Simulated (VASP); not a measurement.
# BN (Fmm2) in VASP: notebook

The runs below take BN through single point, with LDA, PBE.

Program: VASP 6.6.1. These are calculated values, not measurements. Logs are shortened: lines on timing, memory, paths and dates and some standing lists are left out, and cuts for length are marked.

## 1. The cell of the first run

The structure is orthorhombic, space group Fmm2 (No. 42). Conventional cell: a = 2.503 Å, b = 6.991 Å, c = 4.332 Å, α = 90.00°, β = 90.00°, γ = 90.00°. Within 1.9 Å of N (site symmetry mm2) lie 3 B at 1.44 Å. Within 1.9 Å of B (site symmetry mm2) lie 3 N at 1.44 Å.

## 2. Single point, LDA

File INCAR:

```
PREC = Accurate
ENCUT = 520
EDIFF = 1E-7
ISMEAR = -1
SIGMA = 0.05
LREAL = False
LASPH = True
NELM = 100
ALGO = Normal
ISIF = 2
LWAVE = False
LCHARG = False
NBANDS = 11
```

File KPOINTS:

```
Automatic mesh
0
Gamma
  13 13 13
```

File POSCAR:

```
BN
1.0
    0.0000000000      3.4953158300      2.1660912400
    1.2516321000      0.0000000000      2.1660912400
    1.2516321000      3.4953158300      0.0000000000
N B
1 1
Direct
    0.6666513400      0.6666513400      0.3333486600
    0.0000486500      0.0000486500      0.9999513500
```

Potentials or basis: VASP PAW LDA potentials, release 64 (N, B).

Command:

```
> cat potpaw_LDA.64/N/POTCAR potpaw_LDA.64/B/POTCAR > POTCAR
> mpirun -np 1 vasp_std > vasp.out
```

OUTCAR:

```text
PREC = Accurate
   ENCUT = 520
   EDIFF = 1E-7
   ISMEAR = -1
   LREAL = False
   LASPH = True
   NELM = 100
   ISIF = 2

 ion  position               nearest neighbor table
   1  0.667  0.667  0.333-   2 1.44   2 1.44   2 1.44
   2  0.000  0.000  1.000-   1 1.44   1 1.44   1 1.44

  LATTYP: Found a face centered orthorhombic cell.
 ALAT       =     2.5032642000
 B/A-ratio  =     1.7306133647
 C/A-ratio  =     2.7926064137

  Lattice vectors:

 A1 = (   0.0000000000,   3.4953158300,   2.1660912400)
 A2 = (  -1.2516321000,   3.4953158300,   0.0000000000)
 A3 = (  -1.2516321000,   0.0000000000,   2.1660912400)

Analysis of symmetry for initial positions (statically):
=====================================================================
 Subroutine PRICEL returns:
 Original cell was already a primitive cell.

 Routine SETGRP: Setting up the symmetry group for a
 face centered orthorhombic supercell.

 Subroutine GETGRP returns: Found  4 space group operations
 (whereof  4 operations were pure point group operations)
 out of a pool of  8 trial point group operations.

The static configuration has the point symmetry C_2v.

Analysis of symmetry for dynamics (positions and initial velocities):
=====================================================================
 Subroutine PRICEL returns:
 Original cell was already a primitive cell.

 Routine SETGRP: Setting up the symmetry group for a
 face centered orthorhombic supercell.

 Subroutine GETGRP returns: Found  4 space group operations
 (whereof  4 operations were pure point group operations)
 out of a pool of  8 trial point group operations.

The dynamic configuration has the point symmetry C_2v.

 Subroutine INISYM returns: Found  4 space group operations
 (whereof  4 operations are pure point group operations),
 and found     1 'primitive' translations

----------------------------------------------------------------------------------------

                                     Primitive cell

  volume of cell :      18.9526

  direct lattice vectors                    reciprocal lattice vectors
     0.000000000  3.495315830  2.166091240    -0.399478409  0.143048590  0.230830535
     1.251632100  0.000000000  2.166091240     0.399478409 -0.143048590  0.230830535
     1.251632100  3.495315830  0.000000000     0.399478409  0.143048590 -0.230830535

  length of vectors
     4.112077822  2.501706252  3.712656147     0.483041027  0.483041027  0.483041027

  position of ions in fractional coordinates (direct lattice)
     0.666651340  0.666651340  0.333348660
     0.000048650  0.000048650  0.999951350

  ion indices of the primitive-cell ions
   primitive index   ion index
                 1           1
                 2           2

----------------------------------------------------------------------------------------

 KPOINTS: Automatic mesh

Automatic generation of k-mesh.
 Grid dimensions read from file:
 generate k-points for:   13   13   13

 Generating k-lattice:

  Cartesian coordinates                     Fractional coordinates (reciprocal lattice)
    -0.030729108  0.011003738  0.017756195     0.076923077  0.000000000  0.000000000
     0.030729108 -0.011003738  0.017756195     0.000000000  0.076923077  0.000000000
     0.030729108  0.011003738 -0.017756195    -0.000000000 -0.000000000  0.076923077

  Length of vectors
     0.037157002  0.037157002  0.037157002

  Shift w.r.t. Gamma in fractional coordinates (k-lattice)
     0.000000000  0.000000000  0.000000000

 Subroutine IBZKPT returns following result:
 ===========================================

 Found    343 irreducible k-points:

 Following reciprocal coordinates:
            Coordinates               Weight
  0.000000  0.000000  0.000000      1.000000
  0.076923 -0.000000 -0.000000      8.000000
  0.153846 -0.000000  0.000000      8.000000
  0.230769  0.000000  0.000000      8.000000
  0.307692 -0.000000  0.000000      8.000000
  0.384615 -0.000000  0.000000      8.000000
[... 16 lines left out ...]
  0.384615  0.153846 -0.000000      8.000000
  0.461538  0.153846 -0.000000      8.000000
 [... further k-points ...]
   k-points           NKPTS =    343   k-points in BZ     NKDIM =    343   number of bands    NBANDS=     11
   number of dos      NEDOS =    301   number of ions     NIONS =      2
   total plane-waves  NPLWV =  17920
   dimension x,y,z NGX =    32 NGY =   20 NGZ =   28
   dimension x,y,z NGXF=    64 NGYF=   40 NGZF=   56
   ions per type =               1   1
   NGX,Y,Z   is equivalent  to a cutoff of  12.94, 13.29, 12.54 a.u.
   NGXF,Y,Z  is equivalent  to a cutoff of  25.87, 26.58, 25.08 a.u.
 SYSTEM =  unknown system
   PREC   = accura    normal or accurate (medium, high low for compatibility)
   ISTART =      0    job   : 0-new  1-cont  2-samecut
   ICHARG =      2    charge: 1-file 2-atom 10-const
   ISPIN  =      1    spin polarized calculation?
   LNONCOLLINEAR =      F non collinear calculations
   LSORBIT =      F    spin-orbit coupling
   LASPH  =      T    aspherical Exc in radial PAW
   ENCUT  =  520.0 eV  38.22 Ry    6.18 a.u.   7.65  4.65  6.90*2*pi/ulx,y,z
   NELM   =    100;   NELMIN=  2; NELMDL= -5     # of ELM steps
   EDIFF  = 0.1E-06   stopping-criterion for ELM
   LREAL  =      F    real-space projection
   EDIFFG = 0.1E-05   stopping-criterion for IOM
   NSW    =      0    number of steps for IOM
   IBRION =     -1    ionic relax: 0-MD 1-quasi-New 2-CG
   NFREE  =      0    steps in history (QN), initial steepest desc. (CG)
   ISIF   =      2    stress and relaxation
   ISYM   =      2    0-nonsym 1-usesym 2-fastsym
   POTIM  = 0.5000    time-step for ionic-motion
   TEBEG  =    0.0;   TEEND  =   0.0 temperature during run
   PSTRESS=    0.0 pullay stress
   NELECT =       8.0000    total number of electrons
   NUPDOWN=      -1.0000    fix difference up-down
   EMIN   =  10.00;   EMAX   =-10.00  energy-range for DOS
   EFERMI =   0.00;   METHOD = LEGACY
   ISMEAR =    -1;   SIGMA  =   0.05  broadening in eV -4-tet -1-fermi 0-gaus
   EFERMI_NEDOS =   21; number of points for ismear=-14 and -15
   IALGO  =     38    algorithm
   IMIX   =      4    mixing-type and parameters
     AMIX     =   0.40;   BMIX     =  1.00
     AMIX_MAG =   1.60;   BMIX_MAG =  1.00
  volume/ion in A,a.u.               =       9.48        63.95
  Fermi-wavevector in a.u.,A,eV,Ry     =   1.228047  2.320672 20.518928  1.508099
  Thomas-Fermi vector in A             =   2.362987
   LORBIT       =      0    0 simple, 1 ext, 2 COOP (PROOUT), +10 PAW based schemes
   GGA     = CA    functional components
   LHFCALC =     F    Hartree Fock is set to
   AEXX    =    0.0000 exact exchange contribution
   IVDW    =     0    specifies the selected vdW correction
   LEPSILON=     F    determine dielectric tensor
   LRPA    =     F    only Hartree local field effects (RPA)
 non-spin polarized calculation
  energy-cutoff  :      520.00
  volume of cell :       18.95
 maximum number of plane-waves:       527
   NGX = 15   NGY =  9   NGZ = 13

 number of electron       8.0000000 magnetization

 Free energy of the ion-electron system (eV)
  ---------------------------------------------------
  ext. energy  EPLUGINS =         0.00000000
  ---------------------------------------------------
  free energy    TOTEN  =       -19.27931068 eV

  energy without entropy =      -19.27931068  energy(sigma->0) =      -19.27931068

 E-fermi :   2.8829     XC(G=0): -10.2061

 val. band max:        1.8470767149   @ k =   0.4615  -0.3846   0.1538
 cond. band min:       5.5409434794   @ k =   0.0000   0.4615   0.4615
 fundamental gap:      3.6938667645
 Fermi energy:         2.8828766185

 k-point     1 :       0.0000    0.0000    0.0000
  band No.  band energies     occupation
      1     -15.8134      2.00000
      2      -2.6676      2.00000
      3       0.4105      2.00000
      4       0.4178      2.00000
      5       6.3557      0.00000
      6      13.2337      0.00000
      7      13.2950      0.00000
      8      14.6446      0.00000
      9      16.3381      0.00000
     10      27.1619      0.00000
     11      28.1303      0.00000

 k-point     2 :       0.0769   -0.0000   -0.0000
  band No.  band energies     occupation
      1     -15.6950      2.00000
      2      -2.5537      2.00000
      3      -0.0589      2.00000
      4       0.1892      2.00000
      5       6.6233      0.00000
      6      13.2100      0.00000
      7      13.7562      0.00000
      8      14.2385      0.00000
      9      16.7154      0.00000
     10      26.7912      0.00000
     11      27.4885      0.00000

 k-point     3 :       0.1538   -0.0000    0.0000
  band No.  band energies     occupation
      1     -15.3454      2.00000
      2      -2.2141      2.00000
      3      -1.2757      2.00000
      4      -0.3689      2.00000
      5       7.3471      0.00000
      6      13.0377      0.00000
      7      13.1545      0.00000
      8      15.1455      0.00000
      9      17.6528      0.00000
     10      24.3081      0.00000
     11      28.1301      0.00000

 k-point     4 :       0.2308    0.0000    0.0000
  band No.  band energies     occupation
      1     -14.7841      2.00000
      2      -2.8826      2.00000
      3      -1.6344      2.00000
      4      -1.0451      2.00000
      5       8.3614      0.00000
      6      11.5819      0.00000
      7      12.9347      0.00000
      8      17.1438      0.00000
      9      18.8034      0.00000
     10      22.1429      0.00000
     11      26.9903      0.00000
[... 239 lines left out ...]
 k-point    22 :       0.3077    0.1538   -0.0000
  band No.  band energies     occupation
      1     -14.4770      2.00000
      2      -3.3361      2.00000
      3      -1.8661      2.00000
      4      -1.1049      2.00000
      5       8.6810      0.00000
      6      11.0510      0.00000
      7      13.8503      0.00000
      8      16.3164      0.00000
      9      19.9945      0.00000
     10      21.1402      0.00000
     11      26.3459      0.00000

 k-point    23 :       0.3846    0.1538   -0.0000
  band No.  band energies     occupation
      1     -13.7756      2.00000
      2      -4.6299      2.00000
      3      -2.6928      2.00000
      4      -0.3438      2.00000
      5       8.9611      0.00000
      6      10.5168      0.00000
      7      14.1924      0.00000
      8      17.2948      0.00000
      9      18.9997      0.00000
     10      21.8715      0.00000
     11      25.5596      0.00000

 k-point    24 :       0.4615    0.1538   -0.0000
  band No.  band energies     occupation
      1     -13.0227      2.00000
      2      -5.8869      2.00000
      3      -3.2524      2.00000
      4       0.4832      2.00000
      5       7.5855      0.00000
      6      11.8201      0.00000
      7      14.3613      0.00000
      8      17.2929      0.00000
      9      19.1320      0.00000
     10      22.8649      0.00000
     11      24.4115      0.00000

 [... further k-points ...]
[... 5 lines left out ...]
  --------------------------------------------------------------------------------------
  -------------------------------------------------------------------------------------
  Total       -0.6020349     -0.1505346     -0.5965530      0.0000000      0.0000000      0.0000000
  in kB      -50.8935053    -12.7255651    -50.4300947      0.0000000      0.0000000      0.0000000
  external PRESSURE =     -38.0163884 kB  Pullay stress =       0.0000000 kB

 VOLUME and BASIS-vectors are now :
 -----------------------------------------------------------------------------
  energy-cutoff  :      520.00
  volume of cell :       18.95
      direct lattice vectors                 reciprocal lattice vectors
     0.000000000  3.495315830  2.166091240    -0.399478409  0.143048590  0.230830535
     1.251632100  0.000000000  2.166091240     0.399478409 -0.143048590  0.230830535
     1.251632100  3.495315830  0.000000000     0.399478409  0.143048590 -0.230830535

 POSITION                                       TOTAL-FORCE (eV/Angst)
 -----------------------------------------------------------------------------------
      1.25163      3.49532      2.88806         0.000000      0.000000     -0.010535
      1.25163      3.49532      0.00021         0.000000      0.000000      0.010535
 -----------------------------------------------------------------------------------
    total drift:                                0.000001      0.000002     -0.000022

  FREE ENERGIE OF THE ION-ELECTRON SYSTEM (eV)
  ---------------------------------------------------
  free  energy   TOTEN  =       -19.2793106812 eV

  energy  without entropy=      -19.2793106812  energy(sigma->0) =      -19.27931068
```

Wall time 62 s (1 thread of AMD EPYC 7R13 (Zen 3), shared host); peak memory 0.15 GiB.

Results:

* Free energy: -19.2793 eV
* Pressure: -3.8 GPa
* Largest force: 0.011 eV/Å
* Band gap on the k mesh: 3.69 eV, indirect (least direct gap 4.51 eV)

Forces in eV/Å, atoms in the order of the input:
```
N    0.000  0.000 -0.011
B    0.000  0.000  0.011
```

(Part 1 of 2 ends here.)
